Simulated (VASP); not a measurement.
# Au (Cmcm) in VASP: a series of runs, part 2 of 2

VASP 6.6.1.

## (3) Single point, r2SCAN

POSCAR

```
Au
1.0
    1.4113099650     -2.5559330250      0.0000000000
    1.4113099650      2.5559330250      0.0000000000
    0.0000000000      0.0000000000      4.8931696100
Au
2
Direct
    0.6653279700      0.3346720300      0.2500000000
    0.3346720300      0.6653279700      0.7500000000
```

INCAR.step1

```
PREC     = Accurate       # precision mode
ENCUT    = 520            # plane-wave cutoff, eV
ISMEAR   = 0              # smearing method
SIGMA    = 0.1            # smearing width, eV
LREAL    = F              # projectors in reciprocal space
LASPH    = T              # aspherical terms in the spheres
NELM     = 60             # most SCF steps
NBANDS   = 18             # bands
GGA      = PE             # functional
ALGO     = Normal         # electronic algorithm
EDIFF    = 1E-4           # SCF threshold, eV
LWAVE    = T              # write WAVECAR
LCHARG   = F              # write CHGCAR
```

INCAR.step2

```
PREC     = Accurate       # precision mode
ENCUT    = 520            # plane-wave cutoff, eV
EDIFF    = 1E-7           # SCF threshold, eV
ISMEAR   = 0              # smearing method
SIGMA    = 0.1            # smearing width, eV
LREAL    = F              # projectors in reciprocal space
LASPH    = T              # aspherical terms in the spheres
NELM     = 60             # most SCF steps
ALGO     = Normal         # electronic algorithm
ISIF     = 2              # what is computed and relaxed
LWAVE    = F              # write WAVECAR
LCHARG   = F              # write CHGCAR
METAGGA  = R2SCAN         # meta-GGA
LMIXTAU  = T            
NBANDS   = 18             # bands
ISTART   = 1
```

KPOINTS

```
regular mesh
0
Gamma
  8 8 6
```

Potentials or basis: VASP PAW PBE potentials, release 64 (Au).

The run is started by

```
$ cat potpaw_PBE.64/Au/POTCAR > POTCAR
$ cp INCAR.step1 INCAR
$ mpirun -np 1 vasp_std > vasp.out
$ cp INCAR.step2 INCAR
$ mpirun -np 1 vasp_std > vasp.out
```

OUTCAR:

```text
PREC = Accurate
   ENCUT = 520
   EDIFF = 1E-7
   ISMEAR = 0
   LREAL = F
   LASPH = T
   NELM = 60
   ISIF = 2
   METAGGA = R2SCAN
   ISTART = 1

 ion  position               nearest neighbor table
   1  0.665  0.335  0.250-   2 2.95   2 2.95   2 2.95   2 2.95   2 2.97   2 2.97
   2  0.335  0.665  0.750-   1 2.95   1 2.95   1 2.95   1 2.95   1 2.97   1 2.97

  LATTYP: Found a base centered orthorhombic cell.
 ALAT       =     2.8226199300
 B/A-ratio  =     1.8110359088
 C/A-ratio  =     1.7335559627

  Lattice vectors:

 A1 = (   1.4113099650,  -2.5559330250,   0.0000000000)
 A2 = (   1.4113099650,   2.5559330250,   0.0000000000)
 A3 = (   0.0000000000,   0.0000000000,   4.8931696100)

Analysis of symmetry for initial positions (statically):
=====================================================================
 Subroutine PRICEL returns:
 Original cell was already a primitive cell.

 Routine SETGRP: Setting up the symmetry group for a
 base centered orthorhombic supercell.

 Subroutine GETGRP returns: Found  8 space group operations
 (whereof  4 operations were pure point group operations)
 out of a pool of  8 trial point group operations.

The static configuration has the point symmetry C_2h.
 The point group associated with its full space group is D_2h.

Analysis of symmetry for dynamics (positions and initial velocities):
=====================================================================
 Subroutine PRICEL returns:
 Original cell was already a primitive cell.

 Routine SETGRP: Setting up the symmetry group for a
 base centered orthorhombic supercell.

 Subroutine GETGRP returns: Found  8 space group operations
 (whereof  4 operations were pure point group operations)
 out of a pool of  8 trial point group operations.

The dynamic configuration has the point symmetry C_2h.
 The point group associated with its full space group is D_2h.

 Subroutine INISYM returns: Found  8 space group operations
 (whereof  4 operations are pure point group operations),
 and found     1 'primitive' translations

----------------------------------------------------------------------------------------

                                     Primitive cell

  volume of cell :      35.3014

  direct lattice vectors                    reciprocal lattice vectors
     1.411309965 -2.555933025  0.000000000     0.354280783 -0.195623279  0.000000000
     1.411309965  2.555933025  0.000000000     0.354280783  0.195623279  0.000000000
     0.000000000  0.000000000  4.893169610     0.000000000  0.000000000  0.204366511

  length of vectors
     2.919689957  2.919689957  4.893169610     0.404701545  0.404701545  0.204366511

  position of ions in fractional coordinates (direct lattice)
     0.665327970  0.334672030  0.250000000
     0.334672030  0.665327970  0.750000000

  ion indices of the primitive-cell ions
   primitive index   ion index
                 1           1
                 2           2

----------------------------------------------------------------------------------------

 KPOINTS: regular mesh

Automatic generation of k-mesh.
 Grid dimensions read from file:
 generate k-points for:    8    8    6

 Generating k-lattice:

  Cartesian coordinates                     Fractional coordinates (reciprocal lattice)
     0.044285098 -0.024452910  0.000000000     0.125000000  0.000000000  0.000000000
     0.044285098  0.024452910  0.000000000     0.000000000  0.125000000  0.000000000
     0.000000000  0.000000000  0.034061085     0.000000000  0.000000000  0.166666667

  Length of vectors
     0.050587693  0.050587693  0.034061085

  Shift w.r.t. Gamma in fractional coordinates (k-lattice)
     0.000000000  0.000000000  0.000000000

 Subroutine IBZKPT returns following result:
 ===========================================

 Found     84 irreducible k-points:

 Following reciprocal coordinates:
            Coordinates               Weight
  0.000000  0.000000  0.000000      1.000000
  0.125000 -0.000000  0.000000      4.000000
  0.250000 -0.000000  0.000000      4.000000
  0.375000  0.000000  0.000000      4.000000
  0.500000 -0.000000  0.000000      2.000000
  0.125000  0.125000  0.000000      2.000000
[... 16 lines left out ...]
  0.125000 -0.000000  0.166667      8.000000
  0.250000 -0.000000  0.166667      8.000000
 [... further k-points ...]
   k-points           NKPTS =     84   k-points in BZ     NKDIM =     84   number of bands    NBANDS=     18
   number of dos      NEDOS =    301   number of ions     NIONS =      2
   total plane-waves  NPLWV =  20736
   dimension x,y,z NGX =    24 NGY =   24 NGZ =   36
   dimension x,y,z NGXF=    48 NGYF=   48 NGZF=   72
   ions per type =               2
   NGX,Y,Z   is equivalent  to a cutoff of  13.67, 13.67, 12.23 a.u.
   NGXF,Y,Z  is equivalent  to a cutoff of  27.33, 27.33, 24.46 a.u.
 SYSTEM =  unknown system
   PREC   = accura    normal or accurate (medium, high low for compatibility)
   ISTART =      1    job   : 0-new  1-cont  2-samecut
   ICHARG =      0    charge: 1-file 2-atom 10-const
   ISPIN  =      1    spin polarized calculation?
   LNONCOLLINEAR =      F non collinear calculations
   LSORBIT =      F    spin-orbit coupling
   LASPH  =      T    aspherical Exc in radial PAW
   ENCUT  =  520.0 eV  38.22 Ry    6.18 a.u.   5.43  5.43  9.10*2*pi/ulx,y,z
   NELM   =     60;   NELMIN=  2; NELMDL=  0     # of ELM steps
   EDIFF  = 0.1E-06   stopping-criterion for ELM
   LREAL  =      F    real-space projection
   EDIFFG = 0.1E-05   stopping-criterion for IOM
   NSW    =      0    number of steps for IOM
   IBRION =     -1    ionic relax: 0-MD 1-quasi-New 2-CG
   NFREE  =      0    steps in history (QN), initial steepest desc. (CG)
   ISIF   =      2    stress and relaxation
   ISYM   =      2    0-nonsym 1-usesym 2-fastsym
   POTIM  = 0.5000    time-step for ionic-motion
   TEBEG  =    0.0;   TEEND  =   0.0 temperature during run
   PSTRESS=    0.0 pullay stress
   NELECT =      22.0000    total number of electrons
   NUPDOWN=      -1.0000    fix difference up-down
   EMIN   =  10.00;   EMAX   =-10.00  energy-range for DOS
   EFERMI =   0.00;   METHOD = LEGACY
   ISMEAR =     0;   SIGMA  =   0.10  broadening in eV -4-tet -1-fermi 0-gaus
   EFERMI_NEDOS =   21; number of points for ismear=-14 and -15
   IALGO  =     38    algorithm
   IMIX   =      4    mixing-type and parameters
     AMIX     =   0.40;   BMIX     =  1.00
     AMIX_MAG =   1.60;   BMIX_MAG =  1.00
  volume/ion in A,a.u.               =      17.65       119.11
  Fermi-wavevector in a.u.,A,eV,Ry     =   1.398358  2.642513 26.604898  1.955405
  Thomas-Fermi vector in A             =   2.521524
   LORBIT       =      0    0 simple, 1 ext, 2 COOP (PROOUT), +10 PAW based schemes
   METAGGA = R2SCAN    functional components
   LHFCALC =     F    Hartree Fock is set to
   AEXX    =    0.0000 exact exchange contribution
   IVDW    =     0    specifies the selected vdW correction
   LEPSILON=     F    determine dielectric tensor
   LRPA    =     F    only Hartree local field effects (RPA)
 non-spin polarized calculation
 Gauss-broadening in eV      SIGMA  =   0.10
  energy-cutoff  :      520.00
  volume of cell :       35.30
 maximum number of plane-waves:       968
 NGX is ok and might be reduce to    24
   NGX = 11   NGY = 11   NGZ = 19

 number of electron      21.9999996 magnetization

 Free energy of the ion-electron system (eV)
  ---------------------------------------------------
  ext. energy  EPLUGINS =         0.00000000
  ---------------------------------------------------
  free energy    TOTEN  =      -101.12600771 eV

  energy without entropy =     -101.11945979  energy(sigma->0) =     -101.12273375

 E-fermi :   8.8557     XC(G=0): -13.3728

 val. band max:        8.8379850439   @ k =  -0.3750   0.1250   0.3333
 cond. band min:       8.8717916176   @ k =   0.2500   0.1250   0.3333
 fundamental gap:      0.0338065737
 Fermi energy:         8.8557039175

 k-point     1 :       0.0000    0.0000    0.0000
  band No.  band energies     occupation
      1      -0.9573      2.00000
      2       1.3568      2.00000
      3       3.7311      2.00000
      4       3.7970      2.00000
      5       4.1429      2.00000
      6       4.3911      2.00000
[... 10 lines left out ...]
     17      27.4475      0.00000
     18      28.4167      0.00000
[... 463 lines left out ...]
 k-point    24 :       0.2500   -0.0000    0.1667
  band No.  band energies     occupation
      1       1.0041      2.00000
      2       2.4447      2.00000
      3       3.4003      2.00000
      4       3.7210      2.00000
      5       3.8457      2.00000
      6       4.5308      2.00000
[... 10 lines left out ...]
     17      25.4939      0.00000
     18      26.3943      0.00000

 [... further k-points ...]
[... 5 lines left out ...]
  --------------------------------------------------------------------------------------
  -------------------------------------------------------------------------------------
  Total       -0.2362924      0.7093429     -0.3002957      0.0000000      0.0000000      0.0000000
  in kB      -10.7242813     32.1939796    -13.6291126      0.0000000      0.0000000      0.0000000
  external PRESSURE =       2.6135286 kB  Pullay stress =       0.0000000 kB

 VOLUME and BASIS-vectors are now :
 -----------------------------------------------------------------------------
  energy-cutoff  :      520.00
  volume of cell :       35.30
      direct lattice vectors                 reciprocal lattice vectors
     1.411309965 -2.555933025  0.000000000     0.354280783 -0.195623279  0.000000000
     1.411309965  2.555933025  0.000000000     0.354280783  0.195623279  0.000000000
     0.000000000  0.000000000  4.893169610     0.000000000  0.000000000  0.204366511

 POSITION                                       TOTAL-FORCE (eV/Angst)
 -----------------------------------------------------------------------------------
      1.41131     -0.84513      1.22329         0.000000      0.005437     -0.000000
      1.41131      0.84513      3.66988         0.000000     -0.005437      0.000000
 -----------------------------------------------------------------------------------
    total drift:                                0.000000      0.000000     -0.000000

  FREE ENERGIE OF THE ION-ELECTRON SYSTEM (eV)
  ---------------------------------------------------
  free  energy   TOTEN  =      -101.1260077130 eV

  energy  without entropy=     -101.1194597880  energy(sigma->0) =     -101.12273375
```

Wall time 93 s (1 thread of Intel Xeon 6975P-C, shared host); peak memory 0.19 GiB.

Results:

```
Free energy            : -101.1260 eV
Pressure               : 0.3 GPa
Largest force          : 0.005 eV/Å
Band gap on the k mesh : zero (band 11 reaches 12.36 eV, above the bottom of band 12 at 6.01 eV)
```

Forces on the atoms (eV/Å):
```
Au   0.000  0.005  0.000
Au   0.000 -0.005  0.000
```

Caveat: the PAW data sets were made with another functional, which shifts forces and pressure a little; spin-orbit coupling is left out, which moves the levels of the heavy elements.

## (4) Single point, r2SCAN

POSCAR is that of step 3.

INCAR.step1

```
  PREC = Accurate
  ENCUT = 520
  ISMEAR = 0
  SIGMA = 0.1
  LREAL = F
  LASPH = T
  NELM = 100
  NBANDS = 18
  GGA = PE
  ALGO = Normal
  EDIFF = 1E-4
  LWAVE = T
  LCHARG = F
```

INCAR.step2

```
  PREC = Accurate
  ENCUT = 520
  EDIFF = 1E-6
  ISMEAR = 0
  SIGMA = 0.1
  LREAL = F
  LASPH = T
  NELM = 100
  ALGO = Normal
  ISIF = 2
  LWAVE = F
  LCHARG = F
  METAGGA = R2SCAN
  LMIXTAU = T
  NBANDS = 18
  ISTART = 1
```

KPOINTS

```
Automatic mesh
0
Gamma
  12 12 6
```

Potentials or basis: VASP PAW PBE potentials, release 64 (Au).

The run is started by

```
$ cat potpaw_PBE.64/Au/POTCAR > POTCAR
$ cp INCAR.step1 INCAR
$ mpirun -np 1 vasp_std > vasp.out
$ cp INCAR.step2 INCAR
$ mpirun -np 1 vasp_std > vasp.out
```

OUTCAR:

```text
PREC = Accurate
   ENCUT = 520
   EDIFF = 1E-6
   ISMEAR = 0
   LREAL = F
   LASPH = T
   NELM = 100
   ISIF = 2
   METAGGA = R2SCAN
   ISTART = 1

 ion  position               nearest neighbor table
   1  0.665  0.335  0.250-   2 2.95   2 2.95   2 2.95   2 2.95   2 2.97   2 2.97
   2  0.335  0.665  0.750-   1 2.95   1 2.95   1 2.95   1 2.95   1 2.97   1 2.97

  LATTYP: Found a base centered orthorhombic cell.
 ALAT       =     2.8226199300
 B/A-ratio  =     1.8110359088
 C/A-ratio  =     1.7335559627

[... 194 lines left out ...]
      3       3.7410      2.00000
      4       3.7922      2.00000
      5       4.1334      2.00000
      6       4.3825      2.00000
[... 481 lines left out ...]
      5       3.9938      2.00000
      6       4.2528      2.00000
[... 10 lines left out ...]
     17      23.6649      0.00000
     18      24.2110      0.00000

 [... further k-points ...]
[... 5 lines left out ...]
  --------------------------------------------------------------------------------------
  -------------------------------------------------------------------------------------
  Total        0.0256039     -0.0306222     -0.0146123      0.0000000      0.0000000      0.0000000
  in kB        1.1620472     -1.3898101     -0.6631898      0.0000000      0.0000000      0.0000000
  external PRESSURE =      -0.2969842 kB  Pullay stress =       0.0000000 kB

 VOLUME and BASIS-vectors are now :
 -----------------------------------------------------------------------------
  energy-cutoff  :      520.00
  volume of cell :       35.30
      direct lattice vectors                 reciprocal lattice vectors
     1.411309965 -2.555933025  0.000000000     0.354280783 -0.195623279  0.000000000
     1.411309965  2.555933025  0.000000000     0.354280783  0.195623279  0.000000000
     0.000000000  0.000000000  4.893169610     0.000000000  0.000000000  0.204366511

 POSITION                                       TOTAL-FORCE (eV/Angst)
 -----------------------------------------------------------------------------------
      1.41131     -0.84513      1.22329         0.000000      0.014043     -0.000000
      1.41131      0.84513      3.66988         0.000000     -0.014043      0.000000
 -----------------------------------------------------------------------------------
    total drift:                                0.000000      0.000000     -0.000000

  FREE ENERGIE OF THE ION-ELECTRON SYSTEM (eV)
  ---------------------------------------------------
  free  energy   TOTEN  =      -101.1688212074 eV

  energy  without entropy=     -101.1654755249  energy(sigma->0) =     -101.16714837
```

Wall time 2.9 min (1 thread of Intel Xeon 6975P-C, shared host); peak memory 0.23 GiB.

Results:

- Free energy: -101.1688 eV
- Pressure: 0.0 GPa
- Largest force: 0.014 eV/Å
- Band gap on the k mesh: zero (band 11 reaches 12.95 eV, above the bottom of band 12 at 6.00 eV)

Forces in eV/Å, atoms in the order of the input:
```
Au   0.000  0.014  0.000
Au   0.000 -0.014  0.000
```

Levels at points of the mesh, in eV from the Fermi level:
```
           k point  band 7  band 8  band 9  band 10  band 11  band 12  band 13  band 14  band 15  band 16
(0.00, 0.00, 0.00)   -4.10   -3.72   -3.55    -2.39    -2.32    -0.86     2.47    15.40    16.34    17.57
(0.50, 0.00, 0.00)   -3.59   -2.19   -1.99    -1.83     0.58     1.81     6.06     7.58     7.62    10.50
(0.50, 0.50, 0.00)   -3.72   -2.10   -2.08    -1.90     0.28     1.31     5.65     7.07     7.26    11.67
(0.00, 0.00, 0.50)   -4.42   -4.42   -2.87    -2.87    -2.72    -2.72    10.69    10.69    15.70    15.70
(0.50, 0.00, 0.50)   -2.54   -2.54   -1.87    -1.87     0.83     0.83     4.20     4.20    13.71    13.71
(0.50, 0.50, 0.50)   -2.52   -2.52   -1.97    -1.97     0.44     0.44     3.61     3.61    13.29    13.29
```

Caveat: the PAW data sets were made with another functional, which shifts forces and pressure a little; spin-orbit coupling is left out, which moves the levels of the heavy elements.

## (5) The runs side by side

| k mesh | gap on the mesh (eV) | pressure (GPa) | largest force (eV/Å) |
| --- | --- | --- | --- |
| 8 × 8 × 4 | none | 0.4 | 0.01 |
| 8 × 8 × 6 | none | 0.3 | 0.01 |
| 12 × 12 × 6 | none | 0.0 | 0.01 |

Alike in all rows: task single point; level r2SCAN; potentials or basis VASP PAW PBE potentials, release 64 (Au); no spin polarisation; cell as given; cutoff (eV) 520; smearing gaussian 0.1 eV.

Every run on the cell as given and a fine mesh finds a metal.

Caveats: the PAW data sets were made with another functional, which shifts forces and pressure a little; spin-orbit coupling is left out, which moves the levels of the heavy elements.

Absolute energies hang on the potentials; compare differences alone.
